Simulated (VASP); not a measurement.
# LaAgS2 (I4_1/amd) in VASP: single point with r2SCAN+rVV10

Aim: the single point of LaAgS2 with r2SCAN+rVV10.

Program: VASP 6.6.1. These are calculated values, not measurements. Logs are shortened: lines on timing, memory, paths and dates and some standing lists are left out, and cuts for length are marked.

### Step 1. The cell of the first run

The structure is tetragonal, space group I4_1/amd (No. 141). Conventional cell: a = 5.687 Å, b = 5.687 Å, c = 11.811 Å, α = 90.00°, β = 90.00°, γ = 90.00°. Within 3.7 Å of Ag (site symmetry -4m2) lie 6 S at 2.84 to 3.02 Å. Within 3.7 Å of S (site symmetry 2mm) lie 3 Ag at 2.84 to 3.02 Å and 3 La at 2.84 to 2.88 Å. Within 3.7 Å of La (site symmetry -4m2) lie 6 S at 2.84 to 2.88 Å.

### Step 2. Single point, r2SCAN+rVV10

POSCAR reads:

```
LaAgS2
1.0
   -2.8432993828      2.8432993828      5.9057314721
    2.8432993828     -2.8432993828      5.9057314721
    2.8432993828      2.8432993828     -5.9057314721
Ag S La
2 4 2
Direct
    0.7500000000      0.2500000000      0.5000000000
    0.0000000000      0.0000000000      0.0000000000
    0.4940304992     -0.0059695008      0.5000000000
    0.7440304992      0.7440304992      0.0000000000
    0.0059695008      0.5059695008      0.5000000000
    0.2559695008      0.2559695008      0.0000000000
    0.2500000000      0.7500000000      0.5000000000
    0.5000000000      0.5000000000      0.0000000000
```

INCAR.step1 reads:

```
SYSTEM = LaAgS2
ALGO = Normal
EDIFF = 1E-4
ENCUT = 520
GGA = PE
ISMEAR = -1
LASPH = .True.
LCHARG = .False.
LREAL = .False.
LWAVE = .True.
NBANDS = 44
NELM = 80
PREC = Accurate
SIGMA = 0.03
```

INCAR.step2 reads:

```
SYSTEM = LaAgS2
ALGO = Normal
BPARAM = 11.95
CPARAM = 0.0093
EDIFF = 1E-6
ENCUT = 520
ISIF = 2
ISMEAR = -1
ISTART = 1
IVDW_NL = 2
LASPH = .True.
LCHARG = .True.
LELF = .True.
LMIXTAU = .True.
LREAL = .False.
LUSE_VDW = .True.
LVHAR = .True.
LWAVE = .False.
METAGGA = R2SCAN
NBANDS = 44
NELM = 80
PREC = Accurate
SIGMA = 0.03
```

KPOINTS reads:

```
k-points
0
Gamma
  6 6 6
  0 0 0
```

Potentials or basis: VASP PAW PBE potentials, release 64 (Ag, S, La).

Started as:

```console
cat potpaw_PBE.64/Ag/POTCAR potpaw_PBE.64/S/POTCAR potpaw_PBE.64/La/POTCAR > POTCAR
cp INCAR.step1 INCAR
mpirun -np 1 vasp_std > vasp.out
cp INCAR.step2 INCAR
mpirun -np 1 vasp_std > vasp.out
```

OUTCAR:

```text
SYSTEM = LaAgS2
   BPARAM = 11.95
   EDIFF = 1E-6
   ENCUT = 520
   ISIF = 2
   ISMEAR = -1
   ISTART = 1
   IVDW_NL = 2
   LASPH = .True.
   LREAL = .False.
   METAGGA = R2SCAN
   NELM = 80
   PREC = Accurate

 ion  position               nearest neighbor table
   1  0.750  0.250  0.500-   6 2.84   4 2.84   6 2.84   4 2.84   3 3.02   5 3.02
   2  0.000  0.000  0.000-   5 2.84   3 2.84   5 2.84   3 2.84   4 3.02   6 3.02
   3  0.494  0.994  0.500-   2 2.84   8 2.84   2 2.84   8 2.84   7 2.88   1 3.02
   4  0.744  0.744  0.000-   7 2.84   1 2.84   1 2.84   7 2.84   8 2.88   2 3.02
   5  0.006  0.506  0.500-   2 2.84   8 2.84   2 2.84   8 2.84   7 2.88   1 3.02
   6  0.256  0.256  0.000-   1 2.84   7 2.84   7 2.84   1 2.84   8 2.88   2 3.02
   7  0.250  0.750  0.500-   6 2.84   4 2.84   6 2.84   4 2.84   3 2.88   5 2.88
   8  0.500  0.500  0.000-   5 2.84   3 2.84   5 2.84   3 2.84   4 2.88   6 2.88

  LATTYP: Found a body centered tetragonal cell.
 ALAT       =     5.6865987656
 C/A-ratio  =     2.0770698674

  Lattice vectors:

 A1 = (  -2.8432993828,   2.8432993828,   5.9057314721)
 A2 = (   2.8432993828,  -2.8432993828,   5.9057314721)
 A3 = (   2.8432993828,   2.8432993828,  -5.9057314721)

Analysis of symmetry for initial positions (statically):
=====================================================================
 Subroutine PRICEL returns:
 Original cell was already a primitive cell.

 Routine SETGRP: Setting up the symmetry group for a
 body centered tetragonal supercell.

 Subroutine GETGRP returns: Found 16 space group operations
 (whereof  8 operations were pure point group operations)
 out of a pool of 16 trial point group operations.

The static configuration has the point symmetry D_2d.
 The point group associated with its full space group is D_4h.

Analysis of symmetry for dynamics (positions and initial velocities):
=====================================================================
 Subroutine PRICEL returns:
 Original cell was already a primitive cell.

 Routine SETGRP: Setting up the symmetry group for a
 body centered tetragonal supercell.

 Subroutine GETGRP returns: Found 16 space group operations
 (whereof  8 operations were pure point group operations)
 out of a pool of 16 trial point group operations.

The dynamic configuration has the point symmetry D_2d.
 The point group associated with its full space group is D_4h.

 Subroutine INISYM returns: Found 16 space group operations
 (whereof  8 operations are pure point group operations),
 and found     1 'primitive' translations

[... 109 lines left out ...]
   NSW    =      0    number of steps for IOM
   IBRION =     -1    ionic relax: 0-MD 1-quasi-New 2-CG
   NFREE  =      0    steps in history (QN), initial steepest desc. (CG)
   ISIF   =      2    stress and relaxation
   ISYM   =      2    0-nonsym 1-usesym 2-fastsym
   POTIM  = 0.5000    time-step for ionic-motion
   TEBEG  =    0.0;   TEEND  =   0.0 temperature during run
   PSTRESS=    0.0 pullay stress
   NELECT =      68.0000    total number of electrons
   NUPDOWN=      -1.0000    fix difference up-down
   EMIN   =  10.00;   EMAX   =-10.00  energy-range for DOS
   EFERMI =   0.00;   METHOD = LEGACY
   ISMEAR =    -1;   SIGMA  =   0.03  broadening in eV -4-tet -1-fermi 0-gaus
   EFERMI_NEDOS =   21; number of points for ismear=-14 and -15
   IALGO  =     38    algorithm
   IMIX   =      4    mixing-type and parameters
     AMIX     =   0.40;   BMIX     =  1.00
     AMIX_MAG =   1.60;   BMIX_MAG =  1.00
  volume/ion in A,a.u.               =      23.87       161.10
  Fermi-wavevector in a.u.,A,eV,Ry     =   1.160339  2.192723 18.318698  1.346386
  Thomas-Fermi vector in A             =   2.296922
   LORBIT       =      0    0 simple, 1 ext, 2 COOP (PROOUT), +10 PAW based schemes
   METAGGA = R2SCAN    functional components
   LHFCALC =     F    Hartree Fock is set to
   AEXX    =    0.0000 exact exchange contribution
   IVDW_NL    =     2    kernel type
   BPARAM     =11.9500
   IVDW    =     0    specifies the selected vdW correction
   LEPSILON=     F    determine dielectric tensor
   LRPA    =     F    only Hartree local field effects (RPA)
 non-spin polarized calculation
  energy-cutoff  :      520.00
  volume of cell :      190.98
 maximum number of plane-waves:      5162
 NGX is ok and might be reduce to    54
   NGX = 27   NGY = 27   NGZ = 27

 number of electron      67.9999994 magnetization

 Free energy of the ion-electron system (eV)
  ---------------------------------------------------
  ext. energy  EPLUGINS =         0.00000000
  ---------------------------------------------------
  free energy    TOTEN  =      -144.95487943 eV

  energy without entropy =     -144.95487943  energy(sigma->0) =     -144.95487943

 E-fermi :   6.7661     XC(G=0): -10.4504

 val. band max:        6.0347328967   @ k =   0.5000   0.5000  -0.0000
 cond. band min:       7.3623468758   @ k =   0.0000   0.0000   0.0000
 fundamental gap:      1.3276139790
 Fermi energy:         6.7661475614

 k-point     1 :       0.0000    0.0000    0.0000
  band No.  band energies     occupation
      1     -27.3279      2.00000
      2     -27.2681      2.00000
      3     -11.0562      2.00000
      4     -10.8202      2.00000
      5     -10.8202      2.00000
      6     -10.6816      2.00000
[... 1117 lines left out ...]
     43       9.1137      0.00000
     44       9.2043      0.00000

 [... further k-points ...]
[... 5 lines left out ...]
  --------------------------------------------------------------------------------------
  -------------------------------------------------------------------------------------
  Total       -0.0653645     -0.0653645     -0.0095084      0.0000000      0.0000000     -0.0000000
  in kB       -0.5483698     -0.5483698     -0.0797697      0.0000000      0.0000000     -0.0000000
  external PRESSURE =      -0.3921698 kB  Pullay stress =       0.0000000 kB

 VOLUME and BASIS-vectors are now :
 -----------------------------------------------------------------------------
  energy-cutoff  :      520.00
  volume of cell :      190.98
      direct lattice vectors                 reciprocal lattice vectors
    -2.843299383  2.843299383  5.905731472     0.000000000  0.175852041  0.084663518
     2.843299383 -2.843299383  5.905731472     0.175852041  0.000000000  0.084663518
     2.843299383  2.843299383 -5.905731472     0.175852041  0.175852041  0.000000000

 POSITION                                       TOTAL-FORCE (eV/Angst)
 -----------------------------------------------------------------------------------
     -0.00000      2.84330      2.95287        -0.000000     -0.000000      0.000000
      0.00000      0.00000      0.00000        -0.000000     -0.000000      0.000000
      2.84330     -0.00000      5.83522        -0.000000      0.000000     -0.007972
      0.00000      0.00000      8.78809         0.000000     -0.000000     -0.007972
      2.84330      0.00000      0.07051        -0.000000      0.000000      0.007972
      0.00000      0.00000      3.02337         0.000000     -0.000000      0.007972
      2.84330     -0.00000      2.95287        -0.000000     -0.000000      0.000000
      0.00000      0.00000      5.90573        -0.000000     -0.000000      0.000000
 -----------------------------------------------------------------------------------
    total drift:                               -0.000000      0.000000      0.000000

  FREE ENERGIE OF THE ION-ELECTRON SYSTEM (eV)
  ---------------------------------------------------
  free  energy   TOTEN  =      -144.9548794278 eV

  energy  without entropy=     -144.9548794277  energy(sigma->0) =     -144.95487943
```

OUTCAR.step1:

```text
SYSTEM = LaAgS2
   EDIFF = 1E-4
   ENCUT = 520
   GGA = PE
   ISMEAR = -1
   LASPH = .True.
[... 1375 lines left out ...]
      0.00000      0.00000      3.02337        -0.000000     -0.000000      0.054867
      2.84330     -0.00000      2.95287         0.000000      0.000000     -0.000000
      0.00000      0.00000      5.90573         0.000000      0.000000     -0.000000
 -----------------------------------------------------------------------------------
    total drift:                               -0.000000      0.000000      0.000000

  FREE ENERGIE OF THE ION-ELECTRON SYSTEM (eV)
  ---------------------------------------------------
  free  energy   TOTEN  =       -42.2749094626 eV

  energy  without entropy=      -42.2749094549  energy(sigma->0) =      -42.27490946
```

OSZICAR.step1:

```text
N       E                     dE             d eps       ncg     rms          rms(c)
DAV:   1     0.716773556219E+03    0.71677E+03   -0.26366E+04  2648   0.202E+03
DAV:   2     0.131988236497E+03   -0.58479E+03   -0.54194E+03  3120   0.393E+02
DAV:   3    -0.124680869029E+02   -0.14446E+03   -0.13603E+03  3432   0.190E+02
DAV:   4    -0.413948102337E+02   -0.28927E+02   -0.27380E+02  4932   0.761E+01
DAV:   5    -0.443920475500E+02   -0.29972E+01   -0.29034E+01  4604   0.250E+01    0.113E+01
DAV:   6    -0.422380135547E+02    0.21540E+01   -0.14810E+01  4496   0.231E+01    0.877E+00
DAV:   7    -0.422443885071E+02   -0.63750E-02   -0.30454E+00  4216   0.953E+00    0.580E+00
DAV:   8    -0.422632211454E+02   -0.18833E-01   -0.27572E-01  4608   0.336E+00    0.204E+00
DAV:   9    -0.422734895188E+02   -0.10268E-01   -0.31908E-02  4696   0.112E+00    0.334E-01
DAV:  10    -0.422744013361E+02   -0.91182E-03   -0.44741E-03  4688   0.458E-01    0.211E-01
DAV:  11    -0.422747596920E+02   -0.35836E-03   -0.67042E-04  3528   0.141E-01    0.717E-02
DAV:  12    -0.422749084256E+02   -0.14873E-03   -0.17000E-04  2512   0.127E-01    0.278E-02
DAV:  13    -0.422749094626E+02   -0.10370E-05   -0.55735E-05  2360   0.108E-01
   1 F= -.42274909E+02 E0= -.42274909E+02  d E =-.771831E-08
```

Wall time 34 min (1 thread of Intel Xeon Platinum 8488C (Sapphire Rapids), shared host); peak memory 1.1 GiB.

What came out:

| Property | Result |
| --- | --- |
| Free energy | -144.9549 eV |
| Pressure | 0.0 GPa |
| Largest force | 0.008 eV/Å |
| Band gap on the k mesh | 1.33 eV (least direct gap 2.44 eV) |

Forces in eV/Å, atoms in the order of the input:
```
Ag   0.000  0.000  0.000
Ag   0.000  0.000  0.000
S    0.000  0.000 -0.008
S    0.000  0.000 -0.008
S    0.000  0.000  0.008
S    0.000  0.000  0.008
La   0.000  0.000  0.000
La   0.000  0.000  0.000
```

Levels at points of the mesh, in eV from the valence-band top:
```csv
k point,band 30,band 31,band 32,band 33,band 34,band 35,band 36,band 37,band 38,band 39
"(0.00, 0.00, 0.00)",-1.95,-1.95,-1.72,-1.71,-1.71,1.33,1.63,1.93,1.93,2.00
"(0.50, 0.00, 0.00)",-2.41,-1.88,-1.62,-0.87,-0.80,1.64,2.74,2.75,2.76,2.96
"(0.50, 0.50, 0.00)",-2.15,-1.66,-1.66,0.00,0.00,2.61,2.61,2.71,2.71,2.75
"(0.50, 0.50, 0.50)",-2.06,-2.06,-2.06,-1.75,-1.75,1.34,1.34,1.84,1.84,2.14
```

Caveat: the PAW data sets were made with another functional, which shifts forces and pressure a little; spin-orbit coupling is left out, which moves the levels of the heavy elements.
